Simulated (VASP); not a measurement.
# Nb2Si2O (Cmmm) in VASP: a series of runs

Runs on Nb2Si2O. Level: PBE. Tasks: single point, relaxation of cell and atoms.

Program: VASP 6.6.1. These are calculated values, not measurements. Logs are shortened: lines on timing, memory, paths and dates and some standing lists are left out, and cuts for length are marked.

**1. The cell of the first run**

The structure is orthorhombic, space group Cmmm (No. 65). Conventional cell: a = 6.020 Å, b = 6.171 Å, c = 3.845 Å, α = 90.00°, β = 90.00°, γ = 90.00°. Within 3.1 Å of Nb (site symmetry 2/m) lie 2 O at 2.16 Å and 8 Si at 2.89 Å and 4 Nb at 3.01 to 3.09 Å. Si (site symmetry mmm) has 8 Nb at 2.89 Å and 6 Si at 3.01 to 3.84 Å and 8 O at 3.57 to 3.64 Å within 3.9 Å. Within 2.5 Å of Si (site symmetry mmm) lie 2 O at 1.92 Å. O (site symmetry mmm) has 2 Si at 1.92 Å and 4 Nb at 2.16 Å within 2.5 Å.

The cell was built from a structure type or drawn by symmetry, and may not be a known phase.

**2. Single point, PBE**

INCAR reads:

```
PREC = Accurate
ENCUT = 520
EDIFF = 1E-6
ISMEAR = 0
SIGMA = 0.1
LREAL = False
LASPH = True
NELM = 60
ALGO = Normal
ISIF = 2
LWAVE = False
LCHARG = False
GGA = PE
NBANDS = 28
```

KPOINTS reads:

```
regular mesh
0
Gamma
  4 4 4
```

POSCAR reads:

```
Nb2Si2O
1.0
    3.0102314000     -3.0853509500      0.0000000000
    3.0102314000      3.0853509500      0.0000000000
    0.0000000000      0.0000000000      3.8446376200
Nb Si O
2 2 1
Direct
    0.0000000000      0.5000000000      0.0000000000
    0.5000000000      0.0000000000      0.0000000000
    0.0000000000      0.0000000000      0.5000000000
    0.5000000000      0.5000000000      0.5000000000
    0.5000000000      0.5000000000      0.0000000000
```

Potentials or basis: VASP PAW PBE potentials, release 64 (Nb_sv, Si, O).

Command:

```bash
$ cat potpaw_PBE.64/Nb_sv/POTCAR potpaw_PBE.64/Si/POTCAR potpaw_PBE.64/O/POTCAR > POTCAR
$ mpirun -np 1 vasp_std > vasp.out
```

OUTCAR:

```text
PREC = Accurate
   ENCUT = 520
   EDIFF = 1E-6
   ISMEAR = 0
   LREAL = False
   LASPH = True
   NELM = 60
   ISIF = 2
   GGA = PE

 ion  position               nearest neighbor table
   1  0.000  0.500  0.000-   5 2.16   5 2.16   3 2.89   3 2.89   4 2.89   3 2.89   3 2.89   4 2.89
                             4 2.89   4 2.89   2 3.01   2 3.01
   2  0.500  0.000  0.000-   5 2.16   5 2.16   3 2.89   3 2.89   4 2.89   4 2.89   4 2.89   4 2.89
                             3 2.89   3 2.89   1 3.01   1 3.01
   3  0.000  0.000  0.500-   1 2.89   2 2.89   1 2.89   2 2.89   1 2.89   1 2.89   2 2.89   2 2.89
                             4 3.01   4 3.01   4 3.09   4 3.09
   4  0.500  0.500  0.500-   5 1.92   5 1.92   1 2.89   1 2.89   2 2.89   2 2.89   2 2.89   2 2.89
                             1 2.89   1 2.89   3 3.01   3 3.01   3 3.09   3 3.09
   5  0.500  0.500  0.000-   4 1.92   4 1.92   1 2.16   2 2.16   2 2.16   1 2.16

  LATTYP: Found a base centered orthorhombic cell.
 ALAT       =     6.0204628000
 B/A-ratio  =     1.0249547427
 C/A-ratio  =     0.6385950296

  Lattice vectors:

 A1 = (   3.0102314000,  -3.0853509500,   0.0000000000)
 A2 = (   3.0102314000,   3.0853509500,   0.0000000000)
 A3 = (   0.0000000000,   0.0000000000,   3.8446376200)

Analysis of symmetry for initial positions (statically):
=====================================================================
 Subroutine PRICEL returns:
 Original cell was already a primitive cell.

 Routine SETGRP: Setting up the symmetry group for a
 base centered orthorhombic supercell.

 Subroutine GETGRP returns: Found  8 space group operations
 (whereof  8 operations were pure point group operations)
 out of a pool of  8 trial point group operations.

The static configuration has the point symmetry D_2h.

Analysis of symmetry for dynamics (positions and initial velocities):
=====================================================================
 Subroutine PRICEL returns:
 Original cell was already a primitive cell.

 Routine SETGRP: Setting up the symmetry group for a
 base centered orthorhombic supercell.

 Subroutine GETGRP returns: Found  8 space group operations
 (whereof  8 operations were pure point group operations)
 out of a pool of  8 trial point group operations.

The dynamic configuration has the point symmetry D_2h.

 Subroutine INISYM returns: Found  8 space group operations
 (whereof  8 operations are pure point group operations),
 and found     1 'primitive' translations

----------------------------------------------------------------------------------------

                                     Primitive cell

  volume of cell :      71.4151

  direct lattice vectors                    reciprocal lattice vectors
     3.010231400 -3.085350950  0.000000000     0.166100188 -0.162056119  0.000000000
     3.010231400  3.085350950  0.000000000     0.166100188  0.162056119  0.000000000
     0.000000000  0.000000000  3.844637620     0.000000000  0.000000000  0.260102537

  length of vectors
     4.310554902  4.310554902  3.844637620     0.232059169  0.232059169  0.260102537

  position of ions in fractional coordinates (direct lattice)
     0.000000000  0.500000000  0.000000000
     0.500000000  0.000000000  0.000000000
     0.000000000  0.000000000  0.500000000
     0.500000000  0.500000000  0.500000000
     0.500000000  0.500000000  0.000000000

  ion indices of the primitive-cell ions
   primitive index   ion index
                 1           1
                 2           2
                 3           3
                 4           4
                 5           5

----------------------------------------------------------------------------------------

 KPOINTS: regular mesh

Automatic generation of k-mesh.
 Grid dimensions read from file:
 generate k-points for:    4    4    4

 Generating k-lattice:

  Cartesian coordinates                     Fractional coordinates (reciprocal lattice)
     0.041525047 -0.040514030  0.000000000     0.250000000  0.000000000  0.000000000
     0.041525047  0.040514030  0.000000000     0.000000000  0.250000000  0.000000000
     0.000000000  0.000000000  0.065025634     0.000000000  0.000000000  0.250000000

  Length of vectors
     0.058014792  0.058014792  0.065025634

  Shift w.r.t. Gamma in fractional coordinates (k-lattice)
     0.000000000  0.000000000  0.000000000

 Subroutine IBZKPT returns following result:
 ===========================================

 Found     21 irreducible k-points:

 Following reciprocal coordinates:
            Coordinates               Weight
  0.000000  0.000000  0.000000      1.000000
  0.250000  0.000000  0.000000      4.000000
  0.500000  0.000000  0.000000      2.000000
  0.250000  0.250000  0.000000      2.000000
  0.500000  0.250000  0.000000      4.000000
 -0.250000  0.250000  0.000000      2.000000
[... 13 lines left out ...]
 -0.250000  0.250000  0.500000      2.000000
  0.500000  0.500000  0.500000      1.000000
   k-points           NKPTS =     21   k-points in BZ     NKDIM =     21   number of bands    NBANDS=     28
   number of dos      NEDOS =    301   number of ions     NIONS =      5
   total plane-waves  NPLWV =  30720
   dimension x,y,z NGX =    32 NGY =   32 NGZ =   30
   dimension x,y,z NGXF=    64 NGYF=   64 NGZF=   60
   ions per type =               2   2   1
   NGX,Y,Z   is equivalent  to a cutoff of  12.34, 12.34, 12.97 a.u.
   NGXF,Y,Z  is equivalent  to a cutoff of  24.68, 24.68, 25.94 a.u.
 SYSTEM =  unknown system
   PREC   = accura    normal or accurate (medium, high low for compatibility)
   ISTART =      0    job   : 0-new  1-cont  2-samecut
   ICHARG =      2    charge: 1-file 2-atom 10-const
   ISPIN  =      1    spin polarized calculation?
   LNONCOLLINEAR =      F non collinear calculations
   LSORBIT =      F    spin-orbit coupling
   LASPH  =      T    aspherical Exc in radial PAW
   ENCUT  =  520.0 eV  38.22 Ry    6.18 a.u.   8.01  8.01  7.15*2*pi/ulx,y,z
   NELM   =     60;   NELMIN=  2; NELMDL= -5     # of ELM steps
   EDIFF  = 0.1E-05   stopping-criterion for ELM
   LREAL  =      F    real-space projection
   EDIFFG = 0.1E-04   stopping-criterion for IOM
   NSW    =      0    number of steps for IOM
   IBRION =     -1    ionic relax: 0-MD 1-quasi-New 2-CG
   NFREE  =      0    steps in history (QN), initial steepest desc. (CG)
   ISIF   =      2    stress and relaxation
   ISYM   =      2    0-nonsym 1-usesym 2-fastsym
   POTIM  = 0.5000    time-step for ionic-motion
   TEBEG  =    0.0;   TEEND  =   0.0 temperature during run
   PSTRESS=    0.0 pullay stress
   NELECT =      40.0000    total number of electrons
   NUPDOWN=      -1.0000    fix difference up-down
   EMIN   =  10.00;   EMAX   =-10.00  energy-range for DOS
   EFERMI =   0.00;   METHOD = LEGACY
   ISMEAR =     0;   SIGMA  =   0.10  broadening in eV -4-tet -1-fermi 0-gaus
   EFERMI_NEDOS =   21; number of points for ismear=-14 and -15
   IALGO  =     38    algorithm
   IMIX   =      4    mixing-type and parameters
     AMIX     =   0.40;   BMIX     =  1.00
     AMIX_MAG =   1.60;   BMIX_MAG =  1.00
  volume/ion in A,a.u.               =      14.28        96.39
  Fermi-wavevector in a.u.,A,eV,Ry     =   1.349475  2.550138 24.777339  1.821083
  Thomas-Fermi vector in A             =   2.477059
   LORBIT       =      0    0 simple, 1 ext, 2 COOP (PROOUT), +10 PAW based schemes
   GGA     = PE    functional components
   LHFCALC =     F    Hartree Fock is set to
   AEXX    =    0.0000 exact exchange contribution
   IVDW    =     0    specifies the selected vdW correction
   LEPSILON=     F    determine dielectric tensor
   LRPA    =     F    only Hartree local field effects (RPA)
 non-spin polarized calculation
 Gauss-broadening in eV      SIGMA  =   0.10
  energy-cutoff  :      520.00
  volume of cell :       71.42
 maximum number of plane-waves:      1956
   NGX = 17   NGY = 17   NGZ = 15

 number of electron      39.9999992 magnetization

 Free energy of the ion-electron system (eV)
  ---------------------------------------------------
  ext. energy  EPLUGINS =         0.00000000
  ---------------------------------------------------
  free energy    TOTEN  =       -37.81461257 eV

  energy without entropy =      -37.78671604  energy(sigma->0) =      -37.80066430

 E-fermi :  11.2124     XC(G=0): -11.9513

 val. band max:       11.1867911153   @ k =   0.2500   0.2500   0.5000
 cond. band min:      11.2465042113   @ k =   0.2500   0.0000   0.0000
 fundamental gap:      0.0597130959
 Fermi energy:        11.2124045726

 k-point     1 :       0.0000    0.0000    0.0000
  band No.  band energies     occupation
      1     -44.3454      2.00000
      2     -44.2337      2.00000
      3     -20.8214      2.00000
      4     -20.7512      2.00000
      5     -20.4238      2.00000
      6     -20.2925      2.00000
[... 20 lines left out ...]
     27      14.4250      0.00000
     28      15.0141      0.00000

 k-point     2 :       0.2500    0.0000    0.0000
  band No.  band energies     occupation
      1     -44.3287      2.00000
      2     -44.2497      2.00000
      3     -20.8124      2.00000
      4     -20.7281      2.00000
      5     -20.4036      2.00000
      6     -20.3107      2.00000
[... 20 lines left out ...]
     27      13.9435      0.00000
     28      14.1865      0.00000

 k-point     3 :       0.5000    0.0000    0.0000
  band No.  band energies     occupation
      1     -44.2894      2.00000
      2     -44.2885      2.00000
      3     -20.8239      2.00000
      4     -20.6735      2.00000
      5     -20.3573      2.00000
      6     -20.3548      2.00000
[... 20 lines left out ...]
     27      14.0031      0.00000
     28      15.6782      0.00000

 k-point     4 :       0.2500    0.2500    0.0000
  band No.  band energies     occupation
      1     -44.3130      2.00000
      2     -44.2647      2.00000
      3     -21.0009      2.00000
      4     -20.5356      2.00000
      5     -20.3852      2.00000
      6     -20.3644      2.00000
[... 485 lines left out ...]
     27      14.4617      0.00000
     28      15.4418      0.00000

 k-point    20 :      -0.2500    0.2500    0.5000
  band No.  band energies     occupation
      1     -44.3180      2.00000
      2     -44.2548      2.00000
      3     -21.0302      2.00000
      4     -20.5067      2.00000
      5     -20.4551      2.00000
      6     -20.3793      2.00000
[... 20 lines left out ...]
     27      14.8678      0.00000
     28      15.0763      0.00000

 k-point    21 :       0.5000    0.5000    0.5000
  band No.  band energies     occupation
      1     -44.2931      2.00000
      2     -44.2780      2.00000
      3     -21.2810      2.00000
      4     -20.5415      2.00000
      5     -20.4170      2.00000
      6     -20.4016      2.00000
[... 20 lines left out ...]
     27      14.5428      0.00000
     28      15.0160      0.00000

------------------------ aborting loop because EDIFF is reached ----------------------------------------

  FORCE on cell =-STRESS in cart. coord.  units (eV):
  Direction    XX          YY          ZZ          XY          YZ          ZX
  --------------------------------------------------------------------------------------
  -------------------------------------------------------------------------------------
  Total       -0.1829843      1.5257628     -2.4475238     -0.0000000      0.0000000      0.0000000
  in kB       -4.1052032     34.2300661    -54.9095193     -0.0000000      0.0000000      0.0000000
  external PRESSURE =      -8.2615521 kB  Pullay stress =       0.0000000 kB

 VOLUME and BASIS-vectors are now :
 -----------------------------------------------------------------------------
  energy-cutoff  :      520.00
  volume of cell :       71.42
      direct lattice vectors                 reciprocal lattice vectors
     3.010231400 -3.085350950  0.000000000     0.166100188 -0.162056119  0.000000000
     3.010231400  3.085350950  0.000000000     0.166100188  0.162056119  0.000000000
     0.000000000  0.000000000  3.844637620     0.000000000  0.000000000  0.260102537

 POSITION                                       TOTAL-FORCE (eV/Angst)
 -----------------------------------------------------------------------------------
      1.50512      1.54268      0.00000         0.000000     -0.000000      0.000000
      1.50512     -1.54268      0.00000         0.000000     -0.000000      0.000000
      0.00000      0.00000      1.92232         0.000000     -0.000000      0.000000
      3.01023      0.00000      1.92232         0.000000     -0.000000      0.000000
      3.01023      0.00000      0.00000        -0.000000      0.000000      0.000000
 -----------------------------------------------------------------------------------
    total drift:                                0.000000      0.000000     -0.000000

  FREE ENERGIE OF THE ION-ELECTRON SYSTEM (eV)
  ---------------------------------------------------
  free  energy   TOTEN  =       -37.8146125685 eV

  energy  without entropy=      -37.7867160360  energy(sigma->0) =      -37.80066430
```

Wall time 26 s (1 thread of AMD EPYC 9R45 (Zen 5), shared host); peak memory 0.16 GiB.

What came out:

```yaml
Free_energy: -37.8146 eV
Pressure: -0.8 GPa
Band_gap_on_the_k_mesh: zero (bands 20 and 21 overlap by 1.23 eV)
```

Caveat: the k points lie up to 0.41 Å⁻¹ apart, too coarse for converged energies and pressures of a metal.

**3. Single point, PBE, collinear spin, zero start**

INCAR reads:

```
SYSTEM = Nb2Si2O
  PREC = Accurate
  ENCUT = 520
  EDIFF = 1E-6
  ISMEAR = 0
  SIGMA = 0.1
  LREAL = .FALSE.
  LASPH = .TRUE.
  NELM = 150
  ALGO = Normal
  ISIF = 2
  LWAVE = .FALSE.
  LCHARG = .FALSE.
  ISPIN = 2
  MAGMOM = 0 0 0 0 0
  LORBIT = 11
  LMAXMIX = 4
  GGA = PE
  NBANDS = 32
```

KPOINTS reads:

```
Automatic mesh
0
G
  4 4 4
  0 0 0
```

POSCAR is that of step 2.

Potentials or basis: VASP PAW PBE potentials, release 64 (Nb_sv, Si, O).

Command:

```bash
$ cat potpaw_PBE.64/Nb_sv/POTCAR potpaw_PBE.64/Si/POTCAR potpaw_PBE.64/O/POTCAR > POTCAR
$ mpirun -np 1 vasp_std > vasp.out
```

It took 56 s on 1 thread of AMD EPYC 9R45 (Zen 5), shared host; peak memory 0.21 GiB.

Results (log left out):

- Free energy: -37.8146 eV
- Pressure: -0.8 GPa
- Band gap on the k mesh: zero (filled and empty bands overlap)
- Net moment: 0.00 μB per cell
- Valence electrons inside the program's atomic spheres: Nb 10.66; Si 1.54; O 5.12

Stress tensor (GPa, compression positive):
```
-0.42  0.00  0.00
 0.00  3.41  0.00
 0.00  0.00 -5.50
```

Levels at points of the mesh, in eV from the Fermi level:
Spin up:
```
           k point  band 18  band 19  band 20  band 21  band 22  band 23
(0.00, 0.00, 0.00)    -2.00    -1.94    -1.82    -0.65     0.12     0.80
(0.50, 0.00, 0.00)    -1.17    -0.98    -0.63    -0.35    -0.05     0.69
(0.50, 0.50, 0.00)    -1.54    -1.24     0.44     1.35     1.76     2.90
(0.00, 0.00, 0.50)    -1.14    -0.88    -0.43    -0.14     1.63     2.11
(0.50, 0.00, 0.50)    -1.11    -0.49    -0.17     0.65     0.67     0.75
(0.50, 0.50, 0.50)    -1.77    -1.47     0.54     0.98     1.14     1.23
```
Spin down:
```
           k point  band 17  band 18  band 19  band 20  band 21  band 22  band 23  band 24
(0.00, 0.00, 0.00)    -2.11    -2.00    -1.94    -1.82    -0.65     0.12     0.80     1.08
(0.50, 0.00, 0.00)    -2.39    -1.17    -0.98    -0.63    -0.35    -0.05     0.69     1.50
(0.50, 0.50, 0.00)    -3.40    -1.54    -1.24     0.44     1.35     1.76     2.90     3.42
(0.00, 0.00, 0.50)    -2.93    -1.14    -0.88    -0.43    -0.14     1.63     2.11     2.14
(0.50, 0.00, 0.50)    -3.31    -1.11    -0.49    -0.17     0.65     0.67     0.75     1.07
(0.50, 0.50, 0.50)    -2.72    -1.77    -1.47     0.54     0.98     1.14     1.23     2.43
```

Caveat: the k points lie up to 0.41 Å⁻¹ apart, too coarse for converged energies and pressures of a metal.

(Continued in part 2 of 2.)
